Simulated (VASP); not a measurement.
# C (R-3m) in VASP: single point with PBEsol

Aim: the single point of C with PBEsol.

All numbers are computed with VASP 6.6.1; they aren't measurements. Logs are shortened: lines on timing, memory, paths and dates and some standing lists are left out, and cuts for length are marked.

## 1. The cell of the first run

The structure is trigonal, space group R-3m (No. 166). Conventional cell: a = 2.459 Å, b = 2.459 Å, c = 43.475 Å, α = 90.00°, β = 90.00°, γ = 120.00°. C (site symmetry 3m) has 3 C at 1.42 Å within 1.9 Å. C (site symmetry 3m) has 3 C at 1.42 Å within 1.9 Å. C (site symmetry 3m) has 3 C at 1.42 Å within 1.9 Å. C (site symmetry 3m) has 3 C at 1.42 Å within 1.9 Å.

## 2. Single point, PBEsol

The input, INCAR:

```
PREC = Accurate
ENCUT = 600
EDIFF = 1E-6
ISMEAR = 0
SIGMA = 0.15
LREAL = False
LASPH = True
NELM = 120
ALGO = Normal
ISIF = 2
LWAVE = False
LCHARG = False
GGA = PS
NBANDS = 26
GGA_COMPAT = False
```

The input, KPOINTS:

```
Automatic mesh
0
Gamma
  18 18 3
```

The input, POSCAR:

```
C
1.0
   -2.4587330167      0.0000000000      0.0000000000
   -1.2293665084     -2.1293252536      0.0000000000
   -2.4587330167     -1.4195501690     14.4916134525
C
8
Direct
   -0.5833000000     -0.5833000000      0.8749500000
   -0.2499666667     -0.2499666667      0.3749500000
   -0.0833000000      0.9167000000      0.1249500000
   -0.4166333333      0.5833666667      0.6249500000
   -0.2499666667     -0.2499666667      0.8749500000
    0.0833666667      0.0833666667      0.3749500000
    0.5833666667      0.5833666667      0.1249500000
    0.2500333333      0.2500333333      0.6249500000
```

Potentials or basis: VASP PAW PBE potentials, release 64 (C).

Command:

```console
$ cat potpaw_PBE.64/C/POTCAR > POTCAR
$ mpirun -np 1 vasp_std > vasp.out
```

OUTCAR:

```text
PREC = Accurate
   ENCUT = 600
   EDIFF = 1E-6
   ISMEAR = 0
   LREAL = False
   LASPH = True
   NELM = 120
   ISIF = 2
   GGA = PS

 ion  position               nearest neighbor table
   1  0.417  0.417  0.875-   5 1.42   5 1.42   5 1.42
   2  0.750  0.750  0.375-   6 1.42   6 1.42   6 1.42
   3  0.917  0.917  0.125-   7 1.42   7 1.42   7 1.42
   4  0.583  0.583  0.625-   8 1.42   8 1.42   8 1.42
   5  0.750  0.750  0.875-   1 1.42   1 1.42   1 1.42
   6  0.083  0.083  0.375-   2 1.42   2 1.42   2 1.42
   7  0.583  0.583  0.125-   3 1.42   3 1.42   3 1.42
   8  0.250  0.250  0.625-   4 1.42   4 1.42   4 1.42

  LATTYP: Found a trigonal (rhomboedric) cell.
 ALAT       =    14.5609746631
 COS(alpha) =     0.9857435348

  Lattice vectors:

 A1 = (   0.0000000000,  -1.4195501690,  14.4916134525)
 A2 = (   1.2293665084,   0.7097750846,  14.4916134525)
 A3 = (  -1.2293665083,   0.7097750846,  14.4916134525)

Analysis of symmetry for initial positions (statically):
=====================================================================
 Subroutine PRICEL returns:
 Original cell was already a primitive cell.

 Routine SETGRP: Setting up the symmetry group for a
 trigonal (rhombohedral) supercell.

 Subroutine GETGRP returns: Found 12 space group operations
 (whereof  6 operations were pure point group operations)
 out of a pool of 12 trial point group operations.

The static configuration has the point symmetry C_3v.
 The point group associated with its full space group is D_3d.

Analysis of symmetry for dynamics (positions and initial velocities):
=====================================================================
 Subroutine PRICEL returns:
 Original cell was already a primitive cell.

 Routine SETGRP: Setting up the symmetry group for a
 trigonal (rhombohedral) supercell.

 Subroutine GETGRP returns: Found 12 space group operations
 (whereof  6 operations were pure point group operations)
 out of a pool of 12 trial point group operations.

The dynamic configuration has the point symmetry C_3v.
 The point group associated with its full space group is D_3d.

 Subroutine INISYM returns: Found 12 space group operations
 (whereof  6 operations are pure point group operations),
 and found     1 'primitive' translations

----------------------------------------------------------------------------------------

                                     Primitive cell

  volume of cell :      75.8700

  direct lattice vectors                    reciprocal lattice vectors
    -2.458733017  0.000000000  0.000000000    -0.406713536  0.234816170 -0.046003619
    -1.229366508 -2.129325254  0.000000000     0.000000000 -0.469632339 -0.046003619
    -2.458733017 -1.419550169 14.491613452     0.000000000  0.000000000  0.069005429

  length of vectors
     2.458733017  2.458733017 14.767103683     0.471880141  0.471880141  0.069005429

  position of ions in fractional coordinates (direct lattice)
     0.416700000  0.416700000  0.874950000
     0.750033333  0.750033333  0.374950000
     0.916700000  0.916700000  0.124950000
     0.583366667  0.583366667  0.624950000
     0.750033333  0.750033333  0.874950000
     0.083366667  0.083366667  0.374950000
     0.583366667  0.583366667  0.124950000
     0.250033333  0.250033333  0.624950000

  ion indices of the primitive-cell ions
   primitive index   ion index
                 1           1
                 2           2
                 3           3
                 4           4
                 5           5
                 6           6
                 7           7
                 8           8

----------------------------------------------------------------------------------------

 KPOINTS: Automatic mesh

Automatic generation of k-mesh.
 Grid dimensions read from file:
 generate k-points for:   18   18    3

 Generating k-lattice:

  Cartesian coordinates                     Fractional coordinates (reciprocal lattice)
    -0.022595196  0.013045343 -0.002555757     0.055555556  0.000000000  0.000000000
     0.000000000 -0.026090686 -0.002555757     0.000000000  0.055555556  0.000000000
     0.000000000  0.000000000  0.023001810     0.000000000  0.000000000  0.333333333

  Length of vectors
     0.026215563  0.026215563  0.023001810

  Shift w.r.t. Gamma in fractional coordinates (k-lattice)
     0.000000000  0.000000000  0.000000000

 -----------------------------------------------------------------------------
|                                                                             |
|           W    W    AA    RRRRR   N    N  II  N    N   GGGG   !!!           |
|           W    W   A  A   R    R  NN   N  II  NN   N  G    G  !!!           |
|           W    W  A    A  R    R  N N  N  II  N N  N  G       !!!           |
|           W WW W  AAAAAA  RRRRR   N  N N  II  N  N N  G  GGG   !            |
|           WW  WW  A    A  R   R   N   NN  II  N   NN  G    G                |
|           W    W  A    A  R    R  N    N  II  N    N   GGGG   !!!           |
|                                                                             |
|     Your reciprocal lattice and k-lattice belong to different lattice       |
|     classes:                                                                |
|                                                                             |
|        The reciprocal lattice is rhombohedral (trigonal),                   |
|        whereas your k-lattice is base-centered monoclinic.                  |
|                                                                             |
|     Results are often still useful ...                                      |
|                                                                             |
 -----------------------------------------------------------------------------

 WARNING: IBZKPT: internal override: KBLOWUP is changed to .FALSE.
      ... skipping the blow-up phase ...

 Subroutine IBZKPT returns following result:
 ===========================================

 Found    199 irreducible k-points:

 Following reciprocal coordinates:
            Coordinates               Weight
  0.000000  0.000000  0.000000      1.000000
  0.055556  0.000000 -0.000000      4.000000
  0.111111  0.000000 -0.000000      4.000000
  0.166667  0.000000 -0.000000      6.000000
  0.222222  0.000000 -0.000000      4.000000
  0.277778  0.000000 -0.000000      4.000000
[... 16 lines left out ...]
 -0.277778  0.055556  0.000000      4.000000
 -0.222222  0.055556  0.000000      4.000000
 [... further k-points ...]
   k-points           NKPTS =    199   k-points in BZ     NKDIM =    199   number of bands    NBANDS=     26
   number of dos      NEDOS =    301   number of ions     NIONS =      8
   total plane-waves  NPLWV =  48000
   dimension x,y,z NGX =    20 NGY =   20 NGZ =  120
   dimension x,y,z NGXF=    40 NGYF=   40 NGZF=  240
   ions per type =               8
   NGX,Y,Z   is equivalent  to a cutoff of  13.52, 13.52, 13.51 a.u.
   NGXF,Y,Z  is equivalent  to a cutoff of  27.05, 27.05, 27.02 a.u.
 SYSTEM =  unknown system
   PREC   = accura    normal or accurate (medium, high low for compatibility)
   ISTART =      0    job   : 0-new  1-cont  2-samecut
   ICHARG =      2    charge: 1-file 2-atom 10-const
   ISPIN  =      1    spin polarized calculation?
   LNONCOLLINEAR =      F non collinear calculations
   LSORBIT =      F    spin-orbit coupling
   LASPH  =      T    aspherical Exc in radial PAW
   ENCUT  =  600.0 eV  44.10 Ry    6.64 a.u.   4.91  4.91 29.49*2*pi/ulx,y,z
   NELM   =    120;   NELMIN=  2; NELMDL= -5     # of ELM steps
   EDIFF  = 0.1E-05   stopping-criterion for ELM
   LREAL  =      F    real-space projection
   EDIFFG = 0.1E-04   stopping-criterion for IOM
   NSW    =      0    number of steps for IOM
   IBRION =     -1    ionic relax: 0-MD 1-quasi-New 2-CG
   NFREE  =      0    steps in history (QN), initial steepest desc. (CG)
   ISIF   =      2    stress and relaxation
   ISYM   =      2    0-nonsym 1-usesym 2-fastsym
   POTIM  = 0.5000    time-step for ionic-motion
   TEBEG  =    0.0;   TEEND  =   0.0 temperature during run
   PSTRESS=    0.0 pullay stress
   NELECT =      32.0000    total number of electrons
   NUPDOWN=      -1.0000    fix difference up-down
   EMIN   =  10.00;   EMAX   =-10.00  energy-range for DOS
   EFERMI =   0.00;   METHOD = LEGACY
   ISMEAR =     0;   SIGMA  =   0.15  broadening in eV -4-tet -1-fermi 0-gaus
   EFERMI_NEDOS =   21; number of points for ismear=-14 and -15
   IALGO  =     38    algorithm
   IMIX   =      4    mixing-type and parameters
     AMIX     =   0.40;   BMIX     =  1.00
     AMIX_MAG =   1.60;   BMIX_MAG =  1.00
  volume/ion in A,a.u.               =       9.48        64.00
  Fermi-wavevector in a.u.,A,eV,Ry     =   1.227726  2.320066 20.508213  1.507311
  Thomas-Fermi vector in A             =   2.362678
   LORBIT       =      0    0 simple, 1 ext, 2 COOP (PROOUT), +10 PAW based schemes
   GGA     = PS    functional components
   LHFCALC =     F    Hartree Fock is set to
   AEXX    =    0.0000 exact exchange contribution
   IVDW    =     0    specifies the selected vdW correction
   LEPSILON=     F    determine dielectric tensor
   LRPA    =     F    only Hartree local field effects (RPA)
 non-spin polarized calculation
 Gauss-broadening in eV      SIGMA  =   0.15
  energy-cutoff  :      600.00
  volume of cell :       75.87
 maximum number of plane-waves:      2576
   NGX =  9   NGY =  9   NGZ = 59

 number of electron      32.0000000 magnetization

 Free energy of the ion-electron system (eV)
  ---------------------------------------------------
  ext. energy  EPLUGINS =         0.00000000
  ---------------------------------------------------
  free energy    TOTEN  =       -77.17758065 eV

  energy without entropy =      -77.17590820  energy(sigma->0) =      -77.17674443

 E-fermi :   3.9969     XC(G=0): -10.0183

 val. band max:        3.9966483176   @ k =  -0.3333   0.3333   0.0000
 cond. band min:       4.1280657184   @ k =  -0.3333   0.3333   0.0000
 fundamental gap:      0.1314174009
 Fermi energy:         3.9968701193

 k-point     1 :       0.0000    0.0000    0.0000
  band No.  band energies     occupation
      1     -15.6229      2.00000
      2     -15.5417      2.00000
      3     -15.5417      2.00000
      4     -15.4574      2.00000
      5      -4.3381      2.00000
      6      -3.7245      2.00000
[... 685 lines left out ...]
     25      12.4372      0.00000
     26      12.4963      0.00000

 [... further k-points ...]
[... 5 lines left out ...]
  --------------------------------------------------------------------------------------
  -------------------------------------------------------------------------------------
  Total        0.2754471      0.2754471     -0.1325872      0.0000000     -0.0000000     -0.0000000
  in kB        5.8167271      5.8167271     -2.7998961      0.0000000     -0.0000000     -0.0000000
  external PRESSURE =       2.9445194 kB  Pullay stress =       0.0000000 kB

 VOLUME and BASIS-vectors are now :
 -----------------------------------------------------------------------------
  energy-cutoff  :      600.00
  volume of cell :       75.87
      direct lattice vectors                 reciprocal lattice vectors
    -2.458733017  0.000000000  0.000000000    -0.406713536  0.234816170 -0.046003619
    -1.229366508 -2.129325254  0.000000000     0.000000000 -0.469632339 -0.046003619
    -2.458733017 -1.419550169 14.491613452     0.000000000  0.000000000  0.069005429

 POSITION                                       TOTAL-FORCE (eV/Angst)
 -----------------------------------------------------------------------------------
     -3.68810     -2.12933     12.67944        -0.000000     -0.000000     -0.008041
     -3.68810     -2.12933      5.43363        -0.000000     -0.000000     -0.001490
     -3.68810     -2.12933      1.81073         0.000000      0.000000      0.008041
     -3.68810     -2.12933      9.05653         0.000000      0.000000      0.001490
     -4.91747     -2.83910     12.67944         0.000000      0.000000      0.008531
     -1.22937     -0.70978      5.43363         0.000000      0.000000      0.000375
     -2.45873     -1.41955      1.81073        -0.000000     -0.000000     -0.008531
     -2.45873     -1.41955      9.05653        -0.000000     -0.000000     -0.000375
 -----------------------------------------------------------------------------------
    total drift:                               -0.000004     -0.000002     -0.000000

  FREE ENERGIE OF THE ION-ELECTRON SYSTEM (eV)
  ---------------------------------------------------
  free  energy   TOTEN  =       -77.1775806523 eV

  energy  without entropy=      -77.1759081993  energy(sigma->0) =      -77.17674443
```

Wall time 3.3 min (1 thread of Intel Xeon 6975P-C (Granite Rapids), shared host); peak memory 0.43 GiB.

What came out:

```
Free energy            : -77.1776 eV
Pressure               : 0.3 GPa
Largest force          : 0.009 eV/Å
Band gap on the k mesh : zero (filled and empty bands touch)
```

Forces in eV/Å, atoms in the order of the input:
```
C    0.000  0.000 -0.008
C    0.000  0.000 -0.001
C    0.000  0.000  0.008
C    0.000  0.000  0.001
C    0.000  0.000  0.009
C    0.000  0.000  0.000
C    0.000  0.000 -0.009
C    0.000  0.000  0.000
```

Levels at points of the mesh, in eV from the Fermi level:
```
           k point  band 14  band 15  band 16  band 17  band 18  band 19
(0.00, 0.00, 0.00)    -2.99    -2.98    -2.98     3.52     5.62     5.62
(0.50, 0.00, 0.00)    -2.40    -2.39    -2.16     1.42     1.67     1.68
```

Caveat: this functional lacks dispersion, which binds the layers, so the pressure and a relaxed spacing across them are unreliable; the PAW data sets were made with another functional, which shifts forces and pressure a little.
